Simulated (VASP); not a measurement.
# CaSe (Fm-3m) in VASP: further runs

The runs below take CaSe through single point, relaxation of cell and atoms, with PBE+D3(BJ).

All numbers are computed with VASP 6.6.1; they aren't measurements. Logs are shortened: lines on timing, memory, paths and dates and some standing lists are left out, and cuts for length are marked.

### Step 1. The cell of the first run

The structure is cubic, space group Fm-3m (No. 225). The conventional cell has a = 5.871 Å, b = 5.871 Å, c = 5.871 Å, α = 90.00°, β = 90.00°, γ = 90.00°. Ca (site symmetry m-3m) has 6 Se at 2.94 Å within 3.9 Å. Se (site symmetry m-3m) has 6 Ca at 2.94 Å within 3.9 Å.

### Step 2. Single point, PBE+D3(BJ)

Input file INCAR:

```
ALGO = Normal
EDIFF = 1E-6
ENCUT = 520
GGA = PE
ISIF = 2
ISMEAR = 0
IVDW = 12
LASPH = T
LCHARG = T
LELF = T
LREAL = F
LVHAR = T
LWAVE = F
NBANDS = 15
NELM = 100
PREC = Accurate
SIGMA = 0.02
```

Input file KPOINTS:

```
k-points
0
Gamma
  8 8 8
```

Input file POSCAR:

```
CaSe
1.0
    0.0000000000      2.9353867454      2.9353867454
    2.9353867454      0.0000000000      2.9353867454
    2.9353867454      2.9353867454      0.0000000000
Ca Se
1 1
Direct
    0.0000000000      0.0000000000      0.0000000000
    0.5000000000      0.5000000000      0.5000000000
```

Potentials or basis: VASP PAW PBE potentials, release 64 (Ca_sv, Se).

On the command line:

```console
$ cat potpaw_PBE.64/Ca_sv/POTCAR potpaw_PBE.64/Se/POTCAR > POTCAR
$ mpirun -np 1 vasp_std > vasp.out
```

OUTCAR:

```text
EDIFF = 1E-6
   ENCUT = 520
   GGA = PE
   ISIF = 2
   ISMEAR = 0
   IVDW = 12
   LASPH = T
   LREAL = F
   NELM = 100
   PREC = Accurate
 IVDW          = 12

 ion  position               nearest neighbor table
   1  0.000  0.000  0.000-   2 2.94   2 2.94   2 2.94   2 2.94   2 2.94   2 2.94
   2  0.500  0.500  0.500-   1 2.94   1 2.94   1 2.94   1 2.94   1 2.94   1 2.94

  LATTYP: Found a face centered cubic cell.
 ALAT       =     5.8707734908

  Lattice vectors:

 A1 = (   0.0000000000,   2.9353867454,   2.9353867454)
 A2 = (   2.9353867454,   0.0000000000,   2.9353867454)
 A3 = (   2.9353867454,   2.9353867454,   0.0000000000)

Analysis of symmetry for initial positions (statically):
=====================================================================
 Subroutine PRICEL returns:
 Original cell was already a primitive cell.

 Routine SETGRP: Setting up the symmetry group for a
 face centered cubic supercell.

 Subroutine GETGRP returns: Found 48 space group operations
 (whereof 48 operations were pure point group operations)
 out of a pool of 48 trial point group operations.

The static configuration has the point symmetry O_h .

Analysis of symmetry for dynamics (positions and initial velocities):
=====================================================================
 Subroutine PRICEL returns:
 Original cell was already a primitive cell.

 Routine SETGRP: Setting up the symmetry group for a
 face centered cubic supercell.

 Subroutine GETGRP returns: Found 48 space group operations
 (whereof 48 operations were pure point group operations)
 out of a pool of 48 trial point group operations.

The dynamic configuration has the point symmetry O_h .

 Subroutine INISYM returns: Found 48 space group operations
 (whereof 48 operations are pure point group operations),
 and found     1 'primitive' translations

----------------------------------------------------------------------------------------

                                     Primitive cell

  volume of cell :      50.5855

  direct lattice vectors                    reciprocal lattice vectors
     0.000000000  2.935386745  2.935386745    -0.170335306  0.170335306  0.170335306
     2.935386745  0.000000000  2.935386745     0.170335306 -0.170335306  0.170335306
     2.935386745  2.935386745  0.000000000     0.170335306  0.170335306 -0.170335306

  length of vectors
     4.151263746  4.151263746  4.151263746     0.295029405  0.295029405  0.295029405

  position of ions in fractional coordinates (direct lattice)
     0.000000000  0.000000000  0.000000000
     0.500000000  0.500000000  0.500000000

  ion indices of the primitive-cell ions
   primitive index   ion index
                 1           1
                 2           2

----------------------------------------------------------------------------------------

 KPOINTS: k-points

Automatic generation of k-mesh.
 Grid dimensions read from file:
 generate k-points for:    8    8    8

 Generating k-lattice:

  Cartesian coordinates                     Fractional coordinates (reciprocal lattice)
    -0.021291913  0.021291913  0.021291913     0.125000000  0.000000000  0.000000000
     0.021291913 -0.021291913  0.021291913     0.000000000  0.125000000  0.000000000
     0.021291913  0.021291913 -0.021291913     0.000000000  0.000000000  0.125000000

  Length of vectors
     0.036878676  0.036878676  0.036878676

  Shift w.r.t. Gamma in fractional coordinates (k-lattice)
     0.000000000  0.000000000  0.000000000

 Subroutine IBZKPT returns following result:
 ===========================================

 Found     29 irreducible k-points:

 Following reciprocal coordinates:
            Coordinates               Weight
  0.000000  0.000000  0.000000      1.000000
  0.125000  0.000000  0.000000      8.000000
  0.250000  0.000000  0.000000      8.000000
  0.375000  0.000000  0.000000      8.000000
  0.500000  0.000000  0.000000      4.000000
  0.125000  0.125000  0.000000      6.000000
[... 16 lines left out ...]
  0.500000  0.250000  0.125000     48.000000
 -0.375000  0.250000  0.125000     24.000000
 [... further k-points ...]
   k-points           NKPTS =     29   k-points in BZ     NKDIM =     29   number of bands    NBANDS=     15
   number of dos      NEDOS =    301   number of ions     NIONS =      2
   total plane-waves  NPLWV =  32768
   dimension x,y,z NGX =    32 NGY =   32 NGZ =   32
   dimension x,y,z NGXF=    64 NGYF=   64 NGZF=   64
   ions per type =               1   1
   NGX,Y,Z   is equivalent  to a cutoff of  12.82, 12.82, 12.82 a.u.
   NGXF,Y,Z  is equivalent  to a cutoff of  25.63, 25.63, 25.63 a.u.
 SYSTEM =  unknown system
   PREC   = accura    normal or accurate (medium, high low for compatibility)
   ISTART =      0    job   : 0-new  1-cont  2-samecut
   ICHARG =      2    charge: 1-file 2-atom 10-const
   ISPIN  =      1    spin polarized calculation?
   LNONCOLLINEAR =      F non collinear calculations
   LSORBIT =      F    spin-orbit coupling
   LASPH  =      T    aspherical Exc in radial PAW
   ENCUT  =  520.0 eV  38.22 Ry    6.18 a.u.   7.72  7.72  7.72*2*pi/ulx,y,z
   NELM   =    100;   NELMIN=  2; NELMDL= -5     # of ELM steps
   EDIFF  = 0.1E-05   stopping-criterion for ELM
   LREAL  =      F    real-space projection
   EDIFFG = 0.1E-04   stopping-criterion for IOM
   NSW    =      0    number of steps for IOM
   IBRION =     -1    ionic relax: 0-MD 1-quasi-New 2-CG
   NFREE  =      0    steps in history (QN), initial steepest desc. (CG)
   ISIF   =      2    stress and relaxation
   ISYM   =      2    0-nonsym 1-usesym 2-fastsym
   POTIM  = 0.5000    time-step for ionic-motion
   TEBEG  =    0.0;   TEEND  =   0.0 temperature during run
   PSTRESS=    0.0 pullay stress
   NELECT =      16.0000    total number of electrons
   NUPDOWN=      -1.0000    fix difference up-down
   EMIN   =  10.00;   EMAX   =-10.00  energy-range for DOS
   EFERMI =   0.00;   METHOD = LEGACY
   ISMEAR =     0;   SIGMA  =   0.02  broadening in eV -4-tet -1-fermi 0-gaus
   EFERMI_NEDOS =   21; number of points for ismear=-14 and -15
   IALGO  =     38    algorithm
   IMIX   =      4    mixing-type and parameters
     AMIX     =   0.40;   BMIX     =  1.00
     AMIX_MAG =   1.60;   BMIX_MAG =  1.00
  volume/ion in A,a.u.               =      25.29       170.68
  Fermi-wavevector in a.u.,A,eV,Ry     =   1.115423  2.107843 16.927932  1.244168
  Thomas-Fermi vector in A             =   2.252027
   LORBIT       =      0    0 simple, 1 ext, 2 COOP (PROOUT), +10 PAW based schemes
   GGA     = PE    functional components
   LHFCALC =     F    Hartree Fock is set to
   AEXX    =    0.0000 exact exchange contribution
   IVDW    =    12    specifies the selected vdW correction
   LEPSILON=     F    determine dielectric tensor
   LRPA    =     F    only Hartree local field effects (RPA)
 non-spin polarized calculation
 Gauss-broadening in eV      SIGMA  =   0.02
  energy-cutoff  :      520.00
  volume of cell :       50.59
 maximum number of plane-waves:      1380
   NGX = 15   NGY = 15   NGZ = 15

 number of electron      16.0000001 magnetization

 Free energy of the ion-electron system (eV)
  ---------------------------------------------------
  ext. energy  EPLUGINS =         0.00000000
  ---------------------------------------------------
  free energy    TOTEN  =        -9.46692398 eV

  energy without entropy =       -9.46692398  energy(sigma->0) =       -9.46692398

 E-fermi :   2.8042     XC(G=0):  -9.2515

 val. band max:        2.6054424785   @ k =   0.0000   0.0000   0.0000
 cond. band min:       4.5731936193   @ k =   0.5000   0.5000   0.0000
 fundamental gap:      1.9677511408
 Fermi energy:         2.8042039806

 k-point     1 :       0.0000    0.0000    0.0000
  band No.  band energies     occupation
      1     -37.0754      2.00000
      2     -18.0736      2.00000
      3     -18.0736      2.00000
      4     -18.0736      2.00000
      5      -9.2738      2.00000
      6       2.6054      2.00000
      7       2.6054      2.00000
      8       2.6054      2.00000
      9       6.0706      0.00000
     10       6.3027      0.00000
     11       6.3027      0.00000
     12       6.3027      0.00000
     13       6.8943      0.00000
     14       6.8943      0.00000
     15      12.3494      0.00000

 k-point     2 :       0.1250    0.0000    0.0000
  band No.  band energies     occupation
      1     -37.0743      2.00000
      2     -18.0929      2.00000
      3     -18.0749      2.00000
      4     -18.0749      2.00000
      5      -9.1752      2.00000
      6       1.8219      2.00000
      7       2.3534      2.00000
      8       2.3534      2.00000
      9       6.2422      0.00000
     10       6.5215      0.00000
     11       6.5215      0.00000
     12       7.0279      0.00000
     13       7.3172      0.00000
     14       7.3172      0.00000
     15      12.5510      0.00000

 k-point     3 :       0.2500    0.0000    0.0000
  band No.  band energies     occupation
      1     -37.0716      2.00000
      2     -18.1385      2.00000
      3     -18.0779      2.00000
      4     -18.0779      2.00000
      5      -8.9249      2.00000
      6       0.5535      2.00000
      7       1.8730      2.00000
      8       1.8730      2.00000
      9       6.3482      0.00000
     10       7.0550      0.00000
     11       7.0550      0.00000
     12       8.3477      0.00000
     13       8.3477      0.00000
     14       8.4716      0.00000
     15      12.1337      0.00000

 k-point     4 :       0.3750    0.0000    0.0000
  band No.  band energies     occupation
      1     -37.0689      2.00000
      2     -18.1831      2.00000
      3     -18.0808      2.00000
      4     -18.0808      2.00000
      5      -8.6526      2.00000
      6      -0.4085      2.00000
      7       1.4953      2.00000
      8       1.4953      2.00000
      9       6.7314      0.00000
     10       7.7556      0.00000
     11       7.7556      0.00000
     12       8.6825      0.00000
     13       9.4849      0.00000
     14       9.4849      0.00000
     15      11.7325      0.00000
[... 307 lines left out ...]
 k-point    22 :       0.3750    0.2500    0.1250
  band No.  band energies     occupation
      1     -37.0696      2.00000
      2     -18.1450      2.00000
      3     -18.0985      2.00000
      4     -18.0834      2.00000
      5      -8.7991      2.00000
      6       0.2293      2.00000
      7       1.6166      2.00000
      8       1.6659      2.00000
      9       6.0079      0.00000
     10       7.3461      0.00000
     11       7.8181      0.00000
     12       7.8486      0.00000
     13       8.5274      0.00000
     14      10.3049      0.00000
     15      11.3849      0.00000

 k-point    23 :       0.5000    0.2500    0.1250
  band No.  band energies     occupation
      1     -37.0674      2.00000
      2     -18.1674      2.00000
      3     -18.1079      2.00000
      4     -18.0886      2.00000
      5      -8.6251      2.00000
      6      -0.1545      2.00000
      7       1.1248      2.00000
      8       1.4158      2.00000
      9       6.4963      0.00000
     10       7.8749      0.00000
     11       8.1729      0.00000
     12       8.3391      0.00000
     13       8.8272      0.00000
     14      10.4782      0.00000
     15      10.7997      0.00000

 k-point    24 :      -0.3750    0.2500    0.1250
  band No.  band energies     occupation
      1     -37.0665      2.00000
      2     -18.1772      2.00000
      3     -18.1099      2.00000
      4     -18.0922      2.00000
      5      -8.5505      2.00000
      6      -0.2996      2.00000
      7       0.9260      2.00000
      8       1.3230      2.00000
      9       7.1086      0.00000
     10       7.3965      0.00000
     11       8.3942      0.00000
     12       8.7004      0.00000
     13       9.0434      0.00000
     14       9.9316      0.00000
     15      11.3835      0.00000

 [... further k-points ...]

------------------------ aborting loop because EDIFF is reached ----------------------------------------

 Edisp (eV)   -0.72359

 E8    (eV) :    -0.3328

  FORCE on cell =-STRESS in cart. coord.  units (eV):
  Direction    XX          YY          ZZ          XY          YZ          ZX
  --------------------------------------------------------------------------------------
  -------------------------------------------------------------------------------------
  Total       0.04877     0.04877     0.04877     0.00000     0.00000     0.00000
  in kB       1.54474     1.54474     1.54474     0.00000     0.00000     0.00000
  external pressure =        1.54 kB  Pullay stress =        0.00 kB

 VOLUME and BASIS-vectors are now :
 -----------------------------------------------------------------------------
  energy-cutoff  :      520.00
  volume of cell :       50.59
      direct lattice vectors                 reciprocal lattice vectors
     0.000000000  2.935386745  2.935386745    -0.170335306  0.170335306  0.170335306
     2.935386745  0.000000000  2.935386745     0.170335306 -0.170335306  0.170335306
     2.935386745  2.935386745  0.000000000     0.170335306  0.170335306 -0.170335306

 POSITION                                       TOTAL-FORCE (eV/Angst)
 -----------------------------------------------------------------------------------
      0.00000      0.00000      0.00000         0.000000      0.000000      0.000000
      2.93539      2.93539      2.93539        -0.000000     -0.000000     -0.000000
 -----------------------------------------------------------------------------------
    total drift:                                0.000000     -0.000000     -0.000000

  FREE ENERGIE OF THE ION-ELECTRON SYSTEM (eV)
  ---------------------------------------------------
  free  energy   TOTEN  =       -10.1905154580 eV

  energy  without entropy=      -10.1905154580  energy(sigma->0) =      -10.19051546
```

Run time: 13 s. Hardware: 1 thread of AMD EPYC 9R14 (Zen 4), shared host; peak memory 0.16 GiB.

Results:

- Free energy: -10.1905 eV
- Pressure: 0.2 GPa
- Band gap on the k mesh: 1.97 eV, indirect (least direct gap 2.92 eV)
- Dispersion energy per atom: -0.362 eV

A k mesh can miss the band edges.

### Step 3. Relaxation of cell and atoms, PBE+D3(BJ)

This run uses another cell than the first one, of 26.20 Å³/atom, 1.036 times its volume.

Input file INCAR:

```
PREC = Accurate ; ENCUT = 600
EDIFF = 1E-6 ; ISMEAR = 0
SIGMA = 0.02 ; LREAL = F
LASPH = T ; NELM = 100
ALGO = Normal ; ISIF = 3
LWAVE = F ; LCHARG = F
GGA = PE ; IVDW = 12
IBRION = 2 ; NSW = 100
EDIFFG = -0.01
```

Input file KPOINTS:

```
Automatic mesh
0
Gamma
  8 8 8
```

Input file POSCAR:

```
CaSe
1.0
    0.0000000000      2.9702382100      2.9702382100
    2.9702382100      0.0000000000      2.9702382100
    2.9702382100      2.9702382100      0.0000000000
Ca Se
1 1
Direct
    0.0000000000      0.0000000000      0.0000000000
    0.5000000000      0.5000000000      0.5000000000
```

Potentials or basis: VASP PAW PBE potentials, release 64 (Ca_sv, Se).

On the command line:

```console
$ cat potpaw_PBE.64/Ca_sv/POTCAR potpaw_PBE.64/Se/POTCAR > POTCAR
$ mpirun -np 1 vasp_std > vasp.out
```

OUTCAR:

```text
PREC = Accurate
   ENCUT = 600
   EDIFF = 1E-6
   ISMEAR = 0
   LREAL = F
   LASPH = T
   NELM = 100
   ISIF = 3
   GGA = PE
   IVDW = 12
   IBRION = 2
   NSW = 100
   EDIFFG = -0.01
 IVDW          = 12

 ion  position               nearest neighbor table
   1  0.000  0.000  0.000-   2 2.97   2 2.97   2 2.97   2 2.97   2 2.97   2 2.97
   2  0.500  0.500  0.500-   1 2.97   1 2.97   1 2.97   1 2.97   1 2.97   1 2.97

  LATTYP: Found a face centered cubic cell.
 ALAT       =     5.9404764200

  Lattice vectors:

 A1 = (   0.0000000000,   2.9702382100,   2.9702382100)
 A2 = (   2.9702382100,   0.0000000000,   2.9702382100)
 A3 = (   2.9702382100,   2.9702382100,   0.0000000000)

Analysis of symmetry for initial positions (statically):
=====================================================================
 Subroutine PRICEL returns:
 Original cell was already a primitive cell.

 Routine SETGRP: Setting up the symmetry group for a
 face centered cubic supercell.

 Subroutine GETGRP returns: Found 48 space group operations
 (whereof 48 operations were pure point group operations)
 out of a pool of 48 trial point group operations.

The static configuration has the point symmetry O_h .

[... 149 lines left out ...]
 NGX is ok and might be reduce to    36
   NGX = 17   NGY = 17   NGZ = 17

--------------------------------------- Ionic step        1  -------------------------------------------

 number of electron      16.0000001 magnetization

 Free energy of the ion-electron system (eV)
  ---------------------------------------------------
  ext. energy  EPLUGINS =         0.00000000
  ---------------------------------------------------
  free energy    TOTEN  =        -9.48485399 eV

  energy without entropy =       -9.48485399  energy(sigma->0) =       -9.48485399

 E-fermi :   2.4449     XC(G=0):  -9.1015

 val. band max:        2.3586615049   @ k =   0.0000   0.0000   0.0000
 cond. band min:       4.4127540818   @ k =   0.5000   0.5000   0.0000
 fundamental gap:      2.0540925769
 Fermi energy:         2.4449350431

 k-point     1 :       0.0000    0.0000    0.0000
  band No.  band energies     occupation
      1     -37.4290      2.00000
      2     -18.4209      2.00000
      3     -18.4209      2.00000
      4     -18.4209      2.00000
      5      -9.3963      2.00000
      6       2.3587      2.00000
      7       2.3587      2.00000
      8       2.3587      2.00000
      9       5.6323      0.00000
     10       6.0691      0.00000
     11       6.0691      0.00000
     12       6.0691      0.00000
[... 424 lines left out ...]
--------------------------------------- Ionic step        3  -------------------------------------------

 number of electron      16.0000000 magnetization

 Free energy of the ion-electron system (eV)
  ---------------------------------------------------
  ext. energy  EPLUGINS =         0.00000000
  ---------------------------------------------------
  free energy    TOTEN  =        -9.46971277 eV

  energy without entropy =       -9.46971277  energy(sigma->0) =       -9.46971277

 E-fermi :   2.7751     XC(G=0):  -9.2379

 val. band max:        2.5830135897   @ k =   0.0000   0.0000   0.0000
 cond. band min:       4.5588369796   @ k =   0.5000   0.5000   0.0000
 fundamental gap:      1.9758233900
 Fermi energy:         2.7750512104

 k-point     1 :       0.0000    0.0000    0.0000
  band No.  band energies     occupation
      1     -37.1073      2.00000
      2     -18.1052      2.00000
      3     -18.1052      2.00000
      4     -18.1052      2.00000
      5      -9.2848      2.00000
      6       2.5830      2.00000
      7       2.5830      2.00000
      8       2.5830      2.00000
      9       6.0310      0.00000
     10       6.2815      0.00000
     11       6.2815      0.00000
     12       6.2815      0.00000
[... 378 lines left out ...]
  FREE ENERGIE OF THE ION-ELECTRON SYSTEM (eV)
  ---------------------------------------------------
  free  energy   TOTEN  =       -10.1909466191 eV

  energy  without entropy=      -10.1909466191  energy(sigma->0) =      -10.19094662

 reached required accuracy - stopping structural energy minimisation
```

It took 45 s on 1 thread of AMD EPYC 9R14 (Zen 4), shared host; peak memory 0.2 GiB.

Results:

* Free energy: -10.1909 eV
* Relaxed volume: 25.37 Å³/atom
* Relaxed cell: a = 4.156 Å, b = 4.156 Å, c = 4.156 Å, α = 60.00°, β = 60.00°, γ = 60.00°
* Space group after relaxing (to 0.05 Å): Fm-3m (No. 225)
* Energy gained by relaxing: 4.2 meV/atom
* Ionic steps: 3
* Pressure after relaxing: 0.0 GPa
* Band gap on the k mesh: 1.98 eV, indirect (least direct gap 2.93 eV)
* Dispersion energy per atom: -0.361 eV

The path:
| step | energy change (eV) | largest force (eV/Å) | pressure (GPa) | volume (Å³) |
| --- | --- | --- | --- | --- |
| 1 | 0.0000 | 0.0000 | -1.58 | 52.41 |
| 2 | -0.0082 | 0.0000 | 0.29 | 50.47 |
| 3 | -0.0084 | 0.0000 | 0.00 | 50.75 |

Final structure:
```xyz
2
Lattice="0.0000 2.9385 2.9385 2.9385 0.0000 2.9385 2.9385 2.9385 0.0000" Properties=species:S:1:pos:R:3 pbc="T T T"
Ca    0.0000    0.0000    0.0000
Se    2.9385    2.9385    2.9385
```

A k mesh can miss the band edges. Expect the measured gap to be larger: semilocal functionals such as PBE lack the derivative discontinuity.
